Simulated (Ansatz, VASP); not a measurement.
## MgO in VASP and in Ansatz

```
Mg O
1.0
     0.00000    2.10211    2.00751
     2.10211    0.00000    2.00751
     2.10211    2.10211    0.00000
Mg O
1 1
Cartesian
  0.0000 0.0000 0.0000
  2.1021 2.1021 2.0075
```

Change from the starting cell: strain -0.0450 x Voigt [0, 0, 1, 0, 0, 0], atoms carried along.

Alike in both runs: task single point; functional r2SCAN; k mesh 10 × 10 × 10; occupations gaussian, width 0.05 eV; no spin polarisation.

|  | VASP | Ansatz |
| --- | --- | --- |
| version | VASP 6.6.1 | Ansatz 0.2.0 |
| potentials or method | VASP PAW PBE potentials, release 64 (Mg, O), cutoff 520 eV | scalar-relativistic, plane waves, PAW |
| valence electrons in the cell | 8 | 16 |

```tsv
	VASP	Ansatz	Ansatz less VASP
gap on the k mesh at the Fermi level (eV)	6.09	6.12	+0.025
least direct gap on the mesh (eV)	6.09	6.12	+0.025
pressure (GPa)	8.2	9.3	+1.13
traceless stress, the component that is largest in VASP (GPa)	9.31	9.26	-0.057
```

VASP's potentials were made for PBE, not for r2SCAN. VASP's potentials hold 8 valence electrons a cell and Ansatz's 16, so a difference there can come from the potentials and not from the codes.
